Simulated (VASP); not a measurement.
# Pb (P6/mmm) in VASP: further runs

Pb is run at these levels: r2SCAN; tasks: single point.

Program: VASP 6.6.1. These are calculated values, not measurements. Logs are shortened: lines on timing, memory, paths and dates and some standing lists are left out, and cuts for length are marked.

### 1 The cell of the first run

The structure is hexagonal, space group P6/mmm (No. 191). Conventional cell: a = 5.407 Å, b = 5.407 Å, c = 3.263 Å, α = 90.00°, β = 90.00°, γ = 120.00°. Within 4.3 Å of Pb (site symmetry 6/mmm) lie 14 Pb at 3.26 to 3.52 Å. Within 4.1 Å of Pb (site symmetry -6m2) lie 11 Pb at 3.12 to 3.52 Å.

This isn't the form of Pb at room conditions, which is fcc.

### 2 Single point, r2SCAN (27.54 Å³/atom)

File POSCAR:

```
Pb
1.0
    5.4069398788      0.0000000000      0.0000000000
   -2.7034699394      4.6825472917      0.0000000000
    0.0000000000      0.0000000000      3.2629962549
Pb
3
Direct
    1.0000000000      1.0000000000      0.0000000000
    0.3333333333      0.6666666667      0.5000000000
    0.6666666667      0.3333333333      0.5000000000
```

File INCAR.step1:

```
PREC = Accurate
ENCUT = 520
ISMEAR = -1
SIGMA = 0.1
LREAL = False
LASPH = True
NELM = 100
NBANDS = 28
GGA = PE
ALGO = Normal
EDIFF = 1E-4
LWAVE = True
LCHARG = False
```

File INCAR.step2:

```
PREC = Accurate
ENCUT = 520
EDIFF = 1E-6
ISMEAR = -1
SIGMA = 0.1
LREAL = False
LASPH = True
NELM = 100
ALGO = Normal
ISIF = 2
LWAVE = False
LCHARG = True
METAGGA = R2SCAN
LMIXTAU = True
LELF = True
LVHAR = True
NBANDS = 28
ISTART = 1
```

File KPOINTS:

```
regular mesh
0
Gamma
  7 7 10
```

Potentials or basis: VASP PAW PBE potentials, release 64 (Pb_d).

The run is started by

```sh
cat potpaw_PBE.64/Pb_d/POTCAR > POTCAR
cp INCAR.step1 INCAR
mpirun -np 1 vasp_std > vasp.out
cp INCAR.step2 INCAR
mpirun -np 1 vasp_std > vasp.out
```

OUTCAR:

```text
PREC = Accurate
   ENCUT = 520
   EDIFF = 1E-6
   ISMEAR = -1
   LREAL = False
   LASPH = True
   NELM = 100
   ISIF = 2
   METAGGA = R2SCAN
   ISTART = 1

 ion  position               nearest neighbor table
   1  0.000  0.000  0.000-   2 3.52   3 3.52   2 3.52   3 3.52   2 3.52   2 3.52   3 3.52   3 3.52
                             3 3.52   3 3.52   2 3.52   2 3.52
   2  0.333  0.667  0.500-   3 3.12   3 3.12   3 3.12   1 3.52   1 3.52   1 3.52   1 3.52   1 3.52
                             1 3.52
   3  0.667  0.333  0.500-   2 3.12   2 3.12   2 3.12   1 3.52   1 3.52   1 3.52   1 3.52   1 3.52
                             1 3.52

  LATTYP: Found a hexagonal cell.
 ALAT       =     5.4069398788
 C/A-ratio  =     0.6034829919

  Lattice vectors:

 A1 = (   5.4069398788,   0.0000000000,   0.0000000000)
 A2 = (  -2.7034699394,   4.6825472917,   0.0000000000)
 A3 = (   0.0000000000,   0.0000000000,   3.2629962549)

Analysis of symmetry for initial positions (statically):
=====================================================================
 Subroutine PRICEL returns:
 Original cell was already a primitive cell.

 Routine SETGRP: Setting up the symmetry group for a
 hexagonal supercell.

 Subroutine GETGRP returns: Found 24 space group operations
 (whereof 24 operations were pure point group operations)
 out of a pool of 24 trial point group operations.

The static configuration has the point symmetry D_6h.

Analysis of symmetry for dynamics (positions and initial velocities):
=====================================================================
 Subroutine PRICEL returns:
 Original cell was already a primitive cell.

 Routine SETGRP: Setting up the symmetry group for a
 hexagonal supercell.

 Subroutine GETGRP returns: Found 24 space group operations
 (whereof 24 operations were pure point group operations)
 out of a pool of 24 trial point group operations.

The dynamic configuration has the point symmetry D_6h.

 Subroutine INISYM returns: Found 24 space group operations
 (whereof 24 operations are pure point group operations),
 and found     1 'primitive' translations

----------------------------------------------------------------------------------------

                                     Primitive cell

  volume of cell :      82.6134

  direct lattice vectors                    reciprocal lattice vectors
     5.406939879  0.000000000  0.000000000     0.184947498  0.106779487  0.000000000
    -2.703469939  4.682547292  0.000000000     0.000000000  0.213558975  0.000000000
     0.000000000  0.000000000  3.262996255     0.000000000  0.000000000  0.306466794

  length of vectors
     5.406939879  5.406939879  3.262996255     0.213558975  0.213558975  0.306466794

  position of ions in fractional coordinates (direct lattice)
     0.000000000  0.000000000  0.000000000
     0.333333333  0.666666667  0.500000000
     0.666666667  0.333333333  0.500000000

  ion indices of the primitive-cell ions
   primitive index   ion index
                 1           1
                 2           2
                 3           3

----------------------------------------------------------------------------------------

 KPOINTS: regular mesh

Automatic generation of k-mesh.
 Grid dimensions read from file:
 generate k-points for:    7    7   10

 Generating k-lattice:

  Cartesian coordinates                     Fractional coordinates (reciprocal lattice)
     0.026421071  0.015254212  0.000000000     0.142857143 -0.000000000  0.000000000
     0.000000000  0.030508425  0.000000000     0.000000000  0.142857143  0.000000000
     0.000000000  0.000000000  0.030646679     0.000000000  0.000000000  0.100000000

  Length of vectors
     0.030508425  0.030508425  0.030646679

  Shift w.r.t. Gamma in fractional coordinates (k-lattice)
     0.000000000  0.000000000  0.000000000

 Subroutine IBZKPT returns following result:
 ===========================================

 Found     48 irreducible k-points:

 Following reciprocal coordinates:
            Coordinates               Weight
  0.000000  0.000000  0.000000      1.000000
  0.142857  0.000000  0.000000      6.000000
  0.285714  0.000000  0.000000      6.000000
  0.428571 -0.000000  0.000000      6.000000
  0.142857  0.142857  0.000000      6.000000
  0.285714  0.142857  0.000000     12.000000
[... 16 lines left out ...]
  0.428571  0.142857  0.200000     12.000000
  0.285714  0.285714  0.200000     12.000000
 [... further k-points ...]
   k-points           NKPTS =     48   k-points in BZ     NKDIM =     48   number of bands    NBANDS=     28
   number of dos      NEDOS =    301   number of ions     NIONS =      3
   total plane-waves  NPLWV =  38400
   dimension x,y,z NGX =    40 NGY =   40 NGZ =   24
   dimension x,y,z NGXF=    80 NGYF=   80 NGZF=   48
   ions per type =               3
   NGX,Y,Z   is equivalent  to a cutoff of  12.30, 12.30, 12.23 a.u.
   NGXF,Y,Z  is equivalent  to a cutoff of  24.60, 24.60, 24.46 a.u.
 SYSTEM =  unknown system
   PREC   = accura    normal or accurate (medium, high low for compatibility)
   ISTART =      1    job   : 0-new  1-cont  2-samecut
   ICHARG =      0    charge: 1-file 2-atom 10-const
   ISPIN  =      1    spin polarized calculation?
   LNONCOLLINEAR =      F non collinear calculations
   LSORBIT =      F    spin-orbit coupling
   LASPH  =      T    aspherical Exc in radial PAW
   ENCUT  =  520.0 eV  38.22 Ry    6.18 a.u.  10.05 10.05  6.07*2*pi/ulx,y,z
   NELM   =    100;   NELMIN=  2; NELMDL=  0     # of ELM steps
   EDIFF  = 0.1E-05   stopping-criterion for ELM
   LREAL  =      F    real-space projection
   EDIFFG = 0.1E-04   stopping-criterion for IOM
   NSW    =      0    number of steps for IOM
   IBRION =     -1    ionic relax: 0-MD 1-quasi-New 2-CG
   NFREE  =      0    steps in history (QN), initial steepest desc. (CG)
   ISIF   =      2    stress and relaxation
   ISYM   =      2    0-nonsym 1-usesym 2-fastsym
   POTIM  = 0.5000    time-step for ionic-motion
   TEBEG  =    0.0;   TEEND  =   0.0 temperature during run
   PSTRESS=    0.0 pullay stress
   NELECT =      42.0000    total number of electrons
   NUPDOWN=      -1.0000    fix difference up-down
   EMIN   =  10.00;   EMAX   =-10.00  energy-range for DOS
   EFERMI =   0.00;   METHOD = LEGACY
   ISMEAR =    -1;   SIGMA  =   0.10  broadening in eV -4-tet -1-fermi 0-gaus
   EFERMI_NEDOS =   21; number of points for ismear=-14 and -15
   IALGO  =     38    algorithm
   IMIX   =      4    mixing-type and parameters
     AMIX     =   0.40;   BMIX     =  1.00
     AMIX_MAG =   1.60;   BMIX_MAG =  1.00
  volume/ion in A,a.u.               =      27.54       185.83
  Fermi-wavevector in a.u.,A,eV,Ry     =   1.306596  2.469108 23.227755  1.707192
  Thomas-Fermi vector in A             =   2.437387
   LORBIT       =      0    0 simple, 1 ext, 2 COOP (PROOUT), +10 PAW based schemes
   METAGGA = R2SCAN    functional components
   LHFCALC =     F    Hartree Fock is set to
   AEXX    =    0.0000 exact exchange contribution
   IVDW    =     0    specifies the selected vdW correction
   LEPSILON=     F    determine dielectric tensor
   LRPA    =     F    only Hartree local field effects (RPA)
 non-spin polarized calculation
  energy-cutoff  :      520.00
  volume of cell :       82.61
 maximum number of plane-waves:      2244
   NGX = 21   NGY = 21   NGZ = 13

 number of electron      42.0000001 magnetization

 Free energy of the ion-electron system (eV)
  ---------------------------------------------------
  ext. energy  EPLUGINS =         0.00000000
  ---------------------------------------------------
  free energy    TOTEN  =      -168.47813929 eV

  energy without entropy =     -168.42746698  energy(sigma->0) =     -168.45280314

 E-fermi :   8.4138     XC(G=0): -11.4386

 val. band max:        8.3901776696   @ k =   0.1429   0.0000   0.5000
 cond. band min:       8.4147991230   @ k =   0.1429   0.0000   0.4000
 fundamental gap:      0.0246214534
 Fermi energy:         8.4138066166

 k-point     1 :       0.0000    0.0000    0.0000
  band No.  band energies     occupation
      1      -9.7818      2.00000
      2      -9.6083      2.00000
      3      -9.5115      2.00000
      4      -9.5115      2.00000
      5      -9.4032      2.00000
      6      -9.4032      2.00000
[... 20 lines left out ...]
     27      17.4481      0.00000
     28      17.5979      0.00000

 k-point     2 :       0.1429    0.0000    0.0000
  band No.  band energies     occupation
      1      -9.7736      2.00000
      2      -9.6119      2.00000
      3      -9.5171      2.00000
      4      -9.5166      2.00000
      5      -9.4588      2.00000
      6      -9.4231      2.00000
[... 20 lines left out ...]
     27      17.0046      0.00000
     28      17.2072      0.00000

 k-point     3 :       0.2857    0.0000    0.0000
  band No.  band energies     occupation
      1      -9.7543      2.00000
      2      -9.6262      2.00000
      3      -9.5614      2.00000
      4      -9.5293      2.00000
      5      -9.4981      2.00000
      6      -9.4812      2.00000
[... 20 lines left out ...]
     27      16.6348      0.00000
     28      16.6359      0.00000

 k-point     4 :       0.4286   -0.0000    0.0000
  band No.  band energies     occupation
      1      -9.7386      2.00000
      2      -9.6507      2.00000
      3      -9.5954      2.00000
      4      -9.5375      2.00000
      5      -9.5150      2.00000
      6      -9.5060      2.00000
[... 578 lines left out ...]
     27      14.5129      0.00000
     28      16.7927      0.00000

 k-point    23 :       0.4286    0.1429    0.2000
  band No.  band energies     occupation
      1      -9.6062      2.00000
      2      -9.5783      2.00000
      3      -9.5659      2.00000
      4      -9.5529      2.00000
      5      -9.4983      2.00000
      6      -9.4644      2.00000
[... 20 lines left out ...]
     27      13.8584      0.00000
     28      16.4559      0.00000

 k-point    24 :       0.2857    0.2857    0.2000
  band No.  band energies     occupation
      1      -9.5967      2.00000
      2      -9.5768      2.00000
      3      -9.5744      2.00000
      4      -9.5556      2.00000
      5      -9.4827      2.00000
      6      -9.4785      2.00000
[... 20 lines left out ...]
     27      14.6271      0.00000
     28      17.6529      0.00000

 [... further k-points ...]

------------------------ aborting loop because EDIFF is reached ----------------------------------------

  FORCE on cell =-STRESS in cart. coord.  units (eV):
  Direction    XX          YY          ZZ          XY          YZ          ZX
  --------------------------------------------------------------------------------------
  -------------------------------------------------------------------------------------
  Total        4.0474468      4.0474468      3.6325800      0.0000000      0.0000000      0.0000000
  in kB       78.4949012     78.4949012     70.4491049      0.0000000      0.0000000      0.0000000
  external PRESSURE =      75.8129691 kB  Pullay stress =       0.0000000 kB

 VOLUME and BASIS-vectors are now :
 -----------------------------------------------------------------------------
  energy-cutoff  :      520.00
  volume of cell :       82.61
      direct lattice vectors                 reciprocal lattice vectors
     5.406939879  0.000000000  0.000000000     0.184947498  0.106779487  0.000000000
    -2.703469939  4.682547292  0.000000000     0.000000000  0.213558975  0.000000000
     0.000000000  0.000000000  3.262996255     0.000000000  0.000000000  0.306466794

 POSITION                                       TOTAL-FORCE (eV/Angst)
 -----------------------------------------------------------------------------------
      0.00000      0.00000      0.00000        -0.000000     -0.000000      0.000000
     -0.00000      3.12170      1.63150        -0.000000      0.000000      0.000000
      2.70347      1.56085      1.63150         0.000000      0.000000      0.000000
 -----------------------------------------------------------------------------------
    total drift:                               -0.000000     -0.000000      0.000000

  FREE ENERGIE OF THE ION-ELECTRON SYSTEM (eV)
  ---------------------------------------------------
  free  energy   TOTEN  =      -168.4781392909 eV

  energy  without entropy=     -168.4274669837  energy(sigma->0) =     -168.45280314
```

Run time: 3.1 min. Hardware: 1 thread of Intel Xeon Platinum 8488C (Sapphire Rapids), shared host; peak memory 0.24 GiB.

What came out:

- Free energy: -168.4781 eV
- Pressure: 7.6 GPa
- Band gap on the k mesh: zero (bands 21 and 22 overlap by 4.68 eV)

Stress tensor (GPa, compression positive):
```
7.85 0.00 0.00
0.00 7.85 0.00
0.00 0.00 7.04
```

Levels at points of the mesh, in eV from the Fermi level:
```csv
k point,band 18,band 19,band 20,band 21,band 22,band 23,band 24,band 25
"(0.00, 0.00, 0.00)",-7.35,-2.59,-2.59,-2.46,-2.46,3.31,7.86,8.83
"(0.00, 0.00, 0.50)",-4.85,-2.30,-1.53,-0.56,-0.56,-0.56,0.93,0.93
```

Caveat: the cell stands under pressure; the PAW data sets were made with another functional, which shifts forces and pressure a little; spin-orbit coupling is left out, which moves the levels of the heavy elements.

### 3 Single point, r2SCAN (28.79 Å³/atom)

This run uses another cell than the first one, of 28.79 Å³/atom.

File POSCAR:

```
Pb
1.0
    5.4876523734      0.0000000000      0.0000000000
   -2.7438261867      4.7524463625      0.0000000000
    0.0000000000      0.0000000000      3.3117048727
Pb
3
Direct
    1.0000000000      1.0000000000      0.0000000000
    0.3333333333      0.6666666667      0.5000000000
    0.6666666667      0.3333333333      0.5000000000
```

File INCAR.step1:

```
SYSTEM = Pb
PREC = Accurate ; ENCUT = 520
ISMEAR = -1 ; SIGMA = 0.1
LREAL = .False. ; LASPH = .True.
NELM = 80 ; NBANDS = 28
GGA = PE ; ALGO = Normal
EDIFF = 1E-4 ; LWAVE = .True.
LCHARG = .False.
```

File INCAR.step2:

```
SYSTEM = Pb
PREC = Accurate ; ENCUT = 520
EDIFF = 1E-6 ; ISMEAR = -1
SIGMA = 0.1 ; LREAL = .False.
LASPH = .True. ; NELM = 80
ALGO = Normal ; ISIF = 2
LWAVE = .False. ; LCHARG = .True.
METAGGA = R2SCAN ; LMIXTAU = .True.
LELF = .True. ; LVHAR = .True.
NBANDS = 28 ; ISTART = 1
```

File KPOINTS:

```
Automatic mesh
0
Gamma
  7 7 10
  0 0 0
```

Potentials or basis: VASP PAW PBE potentials, release 64 (Pb_d).

The run is started by

```sh
cat potpaw_PBE.64/Pb_d/POTCAR > POTCAR
cp INCAR.step1 INCAR
mpirun -np 1 vasp_std > vasp.out
cp INCAR.step2 INCAR
mpirun -np 1 vasp_std > vasp.out
```

OUTCAR:

```text
SYSTEM = Pb
   PREC = Accurate
   ENCUT = 520
   EDIFF = 1E-6
   ISMEAR = -1
   LREAL = .False.
   LASPH = .True.
   NELM = 80
   ISIF = 2
   METAGGA = R2SCAN
   ISTART = 1

 ion  position               nearest neighbor table
   1  0.000  0.000  0.000-   2 3.57   3 3.57   2 3.57   3 3.57   2 3.57   2 3.57   3 3.57   3 3.57
                             3 3.57   3 3.57   2 3.57   2 3.57
   2  0.333  0.667  0.500-   3 3.17   3 3.17   3 3.17   1 3.57   1 3.57   1 3.57   1 3.57   1 3.57
                             1 3.57
   3  0.667  0.333  0.500-   2 3.17   2 3.17   2 3.17   1 3.57   1 3.57   1 3.57   1 3.57   1 3.57
[... 944 lines left out ...]
  Direction    XX          YY          ZZ          XY          YZ          ZX
  --------------------------------------------------------------------------------------
  -------------------------------------------------------------------------------------
  Total        2.5582141      2.5582141      2.1065758     -0.0000000     -0.0000000      0.0000000
  in kB       47.4560981     47.4560981     39.0779907     -0.0000000     -0.0000000      0.0000000
  external PRESSURE =      44.6633956 kB  Pullay stress =       0.0000000 kB

 VOLUME and BASIS-vectors are now :
 -----------------------------------------------------------------------------
  energy-cutoff  :      520.00
  volume of cell :       86.37
      direct lattice vectors                 reciprocal lattice vectors
     5.487652373  0.000000000  0.000000000     0.182227286  0.105208973  0.000000000
    -2.743826187  4.752446362  0.000000000     0.000000000  0.210417946  0.000000000
     0.000000000  0.000000000  3.311704873     0.000000000  0.000000000  0.301959274

 POSITION                                       TOTAL-FORCE (eV/Angst)
 -----------------------------------------------------------------------------------
      0.00000      0.00000      0.00000         0.000000     -0.000000      0.000000
     -0.00000      3.16830      1.65585         0.000000      0.000000      0.000000
      2.74383      1.58415      1.65585        -0.000000      0.000000     -0.000000
 -----------------------------------------------------------------------------------
    total drift:                                0.000000      0.000000     -0.000000

  FREE ENERGIE OF THE ION-ELECTRON SYSTEM (eV)
  ---------------------------------------------------
  free  energy   TOTEN  =      -168.6199970095 eV

  energy  without entropy=     -168.5678907925  energy(sigma->0) =     -168.59394390
```

OUTCAR.step1:

```text
SYSTEM = Pb
   PREC = Accurate
   ENCUT = 520
   ISMEAR = -1
   LREAL = .False.
   LASPH = .True.
   NELM = 80
[... 971 lines left out ...]
      0.00000      0.00000      0.00000        -0.000000      0.000000     -0.000000
     -0.00000      3.16830      1.65585         0.000000      0.000000     -0.000000
      2.74383      1.58415      1.65585        -0.000000     -0.000000      0.000000
 -----------------------------------------------------------------------------------
    total drift:                               -0.000000      0.000000     -0.000000

  FREE ENERGIE OF THE ION-ELECTRON SYSTEM (eV)
  ---------------------------------------------------
  free  energy   TOTEN  =       -10.3869802844 eV

  energy  without entropy=      -10.3297514123  energy(sigma->0) =      -10.35836585
```

Run time: 5 min. Hardware: 1 thread of Intel Xeon Platinum 8488C (Sapphire Rapids), shared host; peak memory 0.27 GiB.

Results:

```
Free energy            : -168.6200 eV
Pressure               : 4.5 GPa
Band gap on the k mesh : zero (bands 21 and 22 overlap by 4.46 eV)
```

Levels at points of the mesh, in eV from the Fermi level:
```tsv
k point	band 17	band 18	band 19	band 20	band 21	band 22	band 23	band 24	band 25	band 26
(0.00, 0.00, 0.00)	-7.85	-7.35	-2.43	-2.43	-2.29	-2.29	3.25	7.68	8.41	8.41
(0.00, 0.00, 0.50)	-8.34	-5.04	-2.28	-1.47	-0.49	-0.49	-0.48	0.97	0.97	2.58
```

Caveat: the cell stands under pressure; the PAW data sets were made with another functional, which shifts forces and pressure a little; spin-orbit coupling is left out, which moves the levels of the heavy elements.

(Continued in part 2 of 2.)
